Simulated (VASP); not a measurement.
# Lu (P6_3/mmc) in VASP: notebook

Lu is run at these levels: r2SCAN; tasks: single point.

Program: VASP 6.6.1. These are calculated values, not measurements. Logs are shortened: lines on timing, memory, paths and dates and some standing lists are left out, and cuts for length are marked.

**1. The cell of the first run**

It takes space group P6_3/mmc (No. 194, hexagonal). The conventional cell has a = 3.505 Å, b = 3.505 Å, c = 5.470 Å, α = 90.00°, β = 90.00°, γ = 120.00°. Within 4.5 Å of Lu (site symmetry -6m2) lie 12 Lu at 3.40 to 3.50 Å.

**2. Single point, r2SCAN**

Input file POSCAR:

```
Lu
1.0
    3.5048186286      0.0000000000      0.0000000000
   -1.7524093143      3.0352619680      0.0000000000
    0.0000000000      0.0000000000      5.4696750779
Lu
2
Direct
    0.3333333333      0.6666666667      0.2500000000
    0.6666666667      0.3333333333      0.7500000000
```

Input file INCAR.step1:

```
ALGO = Normal ; EDIFF = 1E-4
ENCUT = 520 ; GGA = PE
ISMEAR = -1 ; LASPH = T
LCHARG = F ; LREAL = F
LWAVE = T ; NBANDS = 32
NELM = 100 ; PREC = Accurate
SIGMA = 0.1
```

Input file INCAR.step2:

```
ALGO = Normal ; EDIFF = 1E-6
ENCUT = 520 ; ISIF = 2
ISMEAR = -1 ; ISTART = 1
LASPH = T ; LCHARG = T
LELF = T ; LMIXTAU = T
LREAL = F ; LVHAR = T
LWAVE = F ; METAGGA = R2SCAN
NBANDS = 32 ; NELM = 100
PREC = Accurate ; SIGMA = 0.1
```

Input file KPOINTS:

```
k-points
0
Gamma
  6 6 4
```

Potentials or basis: VASP PAW PBE potentials, release 64 (Lu).

Started as:

```console
$ cat potpaw_PBE.64/Lu/POTCAR > POTCAR
$ cp INCAR.step1 INCAR
$ mpirun -np 1 vasp_std > vasp.out
$ cp INCAR.step2 INCAR
$ mpirun -np 1 vasp_std > vasp.out
```

OUTCAR:

```text
EDIFF = 1E-6
   ENCUT = 520
   ISIF = 2
   ISMEAR = -1
   ISTART = 1
   LASPH = T
   LREAL = F
   METAGGA = R2SCAN
   NELM = 100
   PREC = Accurate

 ion  position               nearest neighbor table
   1  0.333  0.667  0.250-   2 3.40   2 3.40   2 3.40   2 3.40   2 3.40   2 3.40
   2  0.667  0.333  0.750-   1 3.40   1 3.40   1 3.40   1 3.40   1 3.40   1 3.40

  LATTYP: Found a hexagonal cell.
 ALAT       =     3.5048186286
 C/A-ratio  =     1.5606157287

  Lattice vectors:

 A1 = (   3.5048186286,   0.0000000000,   0.0000000000)
 A2 = (  -1.7524093143,   3.0352619680,   0.0000000000)
 A3 = (   0.0000000000,   0.0000000000,   5.4696750779)

Analysis of symmetry for initial positions (statically):
=====================================================================
 Subroutine PRICEL returns:
 Original cell was already a primitive cell.

 Routine SETGRP: Setting up the symmetry group for a
 hexagonal supercell.

 Subroutine GETGRP returns: Found 24 space group operations
 (whereof 12 operations were pure point group operations)
 out of a pool of 24 trial point group operations.

The static configuration has the point symmetry D_3d.
 The point group associated with its full space group is D_6h.

Analysis of symmetry for dynamics (positions and initial velocities):
=====================================================================
 Subroutine PRICEL returns:
 Original cell was already a primitive cell.

 Routine SETGRP: Setting up the symmetry group for a
 hexagonal supercell.

 Subroutine GETGRP returns: Found 24 space group operations
 (whereof 12 operations were pure point group operations)
 out of a pool of 24 trial point group operations.

The dynamic configuration has the point symmetry D_3d.
 The point group associated with its full space group is D_6h.

 Subroutine INISYM returns: Found 24 space group operations
 (whereof 12 operations are pure point group operations),
 and found     1 'primitive' translations

----------------------------------------------------------------------------------------

                                     Primitive cell

  volume of cell :      58.1866

  direct lattice vectors                    reciprocal lattice vectors
     3.504818629  0.000000000  0.000000000     0.285321469  0.164730427  0.000000000
    -1.752409314  3.035261968  0.000000000     0.000000000  0.329460854  0.000000000
     0.000000000  0.000000000  5.469675078     0.000000000  0.000000000  0.182826217

  length of vectors
     3.504818629  3.504818629  5.469675078     0.329460854  0.329460854  0.182826217

  position of ions in fractional coordinates (direct lattice)
     0.333333333  0.666666667  0.250000000
     0.666666667  0.333333333  0.750000000

  ion indices of the primitive-cell ions
   primitive index   ion index
                 1           1
                 2           2

----------------------------------------------------------------------------------------

 KPOINTS: k-points

Automatic generation of k-mesh.
 Grid dimensions read from file:
 generate k-points for:    6    6    4

 Generating k-lattice:

  Cartesian coordinates                     Fractional coordinates (reciprocal lattice)
     0.047553578  0.027455071  0.000000000     0.166666667 -0.000000000  0.000000000
     0.000000000  0.054910142  0.000000000     0.000000000  0.166666667  0.000000000
     0.000000000  0.000000000  0.045706554     0.000000000  0.000000000  0.250000000

  Length of vectors
     0.054910142  0.054910142  0.045706554

  Shift w.r.t. Gamma in fractional coordinates (k-lattice)
     0.000000000  0.000000000  0.000000000

 Subroutine IBZKPT returns following result:
 ===========================================

 Found     21 irreducible k-points:

 Following reciprocal coordinates:
            Coordinates               Weight
  0.000000  0.000000  0.000000      1.000000
  0.166667  0.000000  0.000000      6.000000
  0.333333  0.000000  0.000000      6.000000
  0.500000  0.000000  0.000000      3.000000
  0.166667  0.166667  0.000000      6.000000
  0.333333  0.166667  0.000000     12.000000
[... 13 lines left out ...]
  0.333333  0.166667  0.500000     12.000000
  0.333333  0.333333  0.500000      2.000000
   k-points           NKPTS =     21   k-points in BZ     NKDIM =     21   number of bands    NBANDS=     32
   number of dos      NEDOS =    301   number of ions     NIONS =      2
   total plane-waves  NPLWV =  32928
   dimension x,y,z NGX =    28 NGY =   28 NGZ =   42
   dimension x,y,z NGXF=    56 NGYF=   56 NGZF=   84
   ions per type =               2
   NGX,Y,Z   is equivalent  to a cutoff of  13.28, 13.28, 12.77 a.u.
   NGXF,Y,Z  is equivalent  to a cutoff of  26.56, 26.56, 25.53 a.u.
 SYSTEM =  unknown system
   PREC   = accura    normal or accurate (medium, high low for compatibility)
   ISTART =      1    job   : 0-new  1-cont  2-samecut
   ICHARG =      0    charge: 1-file 2-atom 10-const
   ISPIN  =      1    spin polarized calculation?
   LNONCOLLINEAR =      F non collinear calculations
   LSORBIT =      F    spin-orbit coupling
   LASPH  =      T    aspherical Exc in radial PAW
   ENCUT  =  520.0 eV  38.22 Ry    6.18 a.u.   6.52  6.52 10.17*2*pi/ulx,y,z
   NELM   =    100;   NELMIN=  2; NELMDL=  0     # of ELM steps
   EDIFF  = 0.1E-05   stopping-criterion for ELM
   LREAL  =      F    real-space projection
   EDIFFG = 0.1E-04   stopping-criterion for IOM
   NSW    =      0    number of steps for IOM
   IBRION =     -1    ionic relax: 0-MD 1-quasi-New 2-CG
   NFREE  =      0    steps in history (QN), initial steepest desc. (CG)
   ISIF   =      2    stress and relaxation
   ISYM   =      2    0-nonsym 1-usesym 2-fastsym
   POTIM  = 0.5000    time-step for ionic-motion
   TEBEG  =    0.0;   TEEND  =   0.0 temperature during run
   PSTRESS=    0.0 pullay stress
   NELECT =      50.0000    total number of electrons
   NUPDOWN=      -1.0000    fix difference up-down
   EMIN   =  10.00;   EMAX   =-10.00  energy-range for DOS
   EFERMI =   0.00;   METHOD = LEGACY
   ISMEAR =    -1;   SIGMA  =   0.10  broadening in eV -4-tet -1-fermi 0-gaus
   EFERMI_NEDOS =   21; number of points for ismear=-14 and -15
   IALGO  =     38    algorithm
   IMIX   =      4    mixing-type and parameters
     AMIX     =   0.40;   BMIX     =  1.00
     AMIX_MAG =   1.60;   BMIX_MAG =  1.00
  volume/ion in A,a.u.               =      29.09       196.33
  Fermi-wavevector in a.u.,A,eV,Ry     =   1.556409  2.941187 32.958877  2.422409
  Thomas-Fermi vector in A             =   2.660209
   LORBIT       =      0    0 simple, 1 ext, 2 COOP (PROOUT), +10 PAW based schemes
   METAGGA = R2SCAN    functional components
   LHFCALC =     F    Hartree Fock is set to
   AEXX    =    0.0000 exact exchange contribution
   IVDW    =     0    specifies the selected vdW correction
   LEPSILON=     F    determine dielectric tensor
   LRPA    =     F    only Hartree local field effects (RPA)
 non-spin polarized calculation
  energy-cutoff  :      520.00
  volume of cell :       58.19
 maximum number of plane-waves:      1616
 NGX is ok and might be reduce to    28
   NGX = 13   NGY = 13   NGZ = 21

 number of electron      49.9999994 magnetization

 Free energy of the ion-electron system (eV)
  ---------------------------------------------------
  ext. energy  EPLUGINS =         0.00000000
  ---------------------------------------------------
  free energy    TOTEN  =       -76.18236494 eV

  energy without entropy =      -76.09365230  energy(sigma->0) =      -76.13800862

 E-fermi :   2.1647     XC(G=0): -11.6054

 val. band max:        2.0690971267   @ k =   0.3333   0.1667   0.2500
 cond. band min:       2.2167136949   @ k =   0.3333   0.0000   0.0000
 fundamental gap:      0.1476165682
 Fermi energy:         2.1646937530

 k-point     1 :       0.0000    0.0000    0.0000
  band No.  band energies     occupation
      1     -55.7083      2.00000
      2     -55.6695      2.00000
      3     -26.0087      2.00000
      4     -25.5611      2.00000
      5     -25.5611      2.00000
      6     -25.4754      2.00000
[... 24 lines left out ...]
     31       5.9611      0.00000
     32       5.9611      0.00000

 k-point     2 :       0.1667    0.0000    0.0000
  band No.  band energies     occupation
      1     -55.7017      2.00000
      2     -55.6675      2.00000
      3     -25.9641      2.00000
      4     -25.6457      2.00000
      5     -25.5898      2.00000
      6     -25.5633      2.00000
[... 24 lines left out ...]
     31       5.8797      0.00000
     32       6.0207      0.00000

 k-point     3 :       0.3333    0.0000    0.0000
  band No.  band energies     occupation
      1     -55.6872      2.00000
      2     -55.6648      2.00000
      3     -25.8551      2.00000
      4     -25.8168      2.00000
      5     -25.7280      2.00000
      6     -25.6433      2.00000
[... 24 lines left out ...]
     31       7.2225      0.00000
     32       7.6139      0.00000

 k-point     4 :       0.5000    0.0000    0.0000
  band No.  band energies     occupation
      1     -55.6781      2.00000
      2     -55.6653      2.00000
      3     -25.9026      2.00000
      4     -25.8058      2.00000
      5     -25.7737      2.00000
      6     -25.6688      2.00000
[... 24 lines left out ...]
     31       9.1563      0.00000
     32       9.1794      0.00000

 k-point     5 :       0.1667    0.1667    0.0000
  band No.  band energies     occupation
      1     -55.6911      2.00000
      2     -55.6652      2.00000
      3     -25.8863      2.00000
      4     -25.7343      2.00000
      5     -25.7245      2.00000
      6     -25.6092      2.00000
[... 479 lines left out ...]
     31       8.8329      0.00000
     32       8.8332      0.00000

 k-point    19 :       0.1667    0.1667    0.5000
  band No.  band energies     occupation
      1     -55.6782      2.00000
      2     -55.6782      2.00000
      3     -25.8362      2.00000
      4     -25.8362      2.00000
      5     -25.6099      2.00000
      6     -25.6099      2.00000
[... 24 lines left out ...]
     31       7.6304      0.00000
     32       7.6304      0.00000

 k-point    20 :       0.3333    0.1667    0.5000
  band No.  band energies     occupation
      1     -55.6717      2.00000
      2     -55.6717      2.00000
      3     -25.9127      2.00000
      4     -25.9127      2.00000
      5     -25.6705      2.00000
      6     -25.6705      2.00000
[... 24 lines left out ...]
     31       8.3144      0.00000
     32       8.3144      0.00000

 k-point    21 :       0.3333    0.3333    0.5000
  band No.  band energies     occupation
      1     -55.6695      2.00000
      2     -55.6695      2.00000
      3     -25.8896      2.00000
      4     -25.8896      2.00000
      5     -25.7506      2.00000
      6     -25.7506      2.00000
[... 24 lines left out ...]
     31       7.8517      0.00000
     32       7.8517      0.00000

------------------------ aborting loop because EDIFF is reached ----------------------------------------

  FORCE on cell =-STRESS in cart. coord.  units (eV):
  Direction    XX          YY          ZZ          XY          YZ          ZX
  --------------------------------------------------------------------------------------
  -------------------------------------------------------------------------------------
  Total        0.0709787      0.0709787      0.0061356     -0.0000000     -0.0000000      0.0000000
  in kB        1.9544093      1.9544093      0.1689445     -0.0000000     -0.0000000      0.0000000
  external PRESSURE =       1.3592544 kB  Pullay stress =       0.0000000 kB

 VOLUME and BASIS-vectors are now :
 -----------------------------------------------------------------------------
  energy-cutoff  :      520.00
  volume of cell :       58.19
      direct lattice vectors                 reciprocal lattice vectors
     3.504818629  0.000000000  0.000000000     0.285321469  0.164730427  0.000000000
    -1.752409314  3.035261968  0.000000000     0.000000000  0.329460854  0.000000000
     0.000000000  0.000000000  5.469675078     0.000000000  0.000000000  0.182826217

 POSITION                                       TOTAL-FORCE (eV/Angst)
 -----------------------------------------------------------------------------------
     -0.00000      2.02351      1.36742        -0.000000      0.000000      0.000000
      1.75241      1.01175      4.10226         0.000000     -0.000000      0.000000
 -----------------------------------------------------------------------------------
    total drift:                               -0.000000      0.000000     -0.000000

  FREE ENERGIE OF THE ION-ELECTRON SYSTEM (eV)
  ---------------------------------------------------
  free  energy   TOTEN  =       -76.1823649387 eV

  energy  without entropy=      -76.0936522983  energy(sigma->0) =      -76.13800862
```

It took 78 s on 1 thread of Intel Xeon 6975P-C (Granite Rapids), shared host; peak memory 0.2 GiB.

What came out:

| Property | Result |
| --- | --- |
| Free energy | -76.1824 eV |
| Pressure | 0.1 GPa |
| Band gap on the k mesh | zero (band 25 reaches 3.52 eV, above the bottom of band 26 at 1.53 eV) |

Levels at points of the mesh, in eV from the Fermi level:
| k point | band 21 | band 22 | band 23 | band 24 | band 25 | band 26 | band 27 | band 28 | band 29 | band 30 |
| --- | --- | --- | --- | --- | --- | --- | --- | --- | --- | --- |
| (0.00, 0.00, 0.00) | -5.05 | -5.04 | -5.03 | -2.41 | 0.55 | 2.44 | 2.44 | 2.93 | 3.24 | 3.24 |
| (0.50, 0.00, 0.00) | -5.05 | -5.04 | -2.39 | -1.43 | -0.84 | -0.43 | 1.73 | 2.11 | 2.62 | 6.56 |
| (0.00, 0.00, 0.50) | -5.03 | -5.03 | -4.54 | -4.54 | 1.36 | 1.36 | 2.35 | 2.35 | 2.35 | 2.35 |
| (0.50, 0.00, 0.50) | -5.06 | -5.06 | -2.12 | -2.12 | 0.09 | 0.09 | 1.45 | 1.45 | 3.65 | 3.65 |

Caveat: the PAW data sets were made with another functional, which shifts forces and pressure a little; spin-orbit coupling is left out, which moves the levels of the heavy elements.

(Continued in part 2 of 3.)
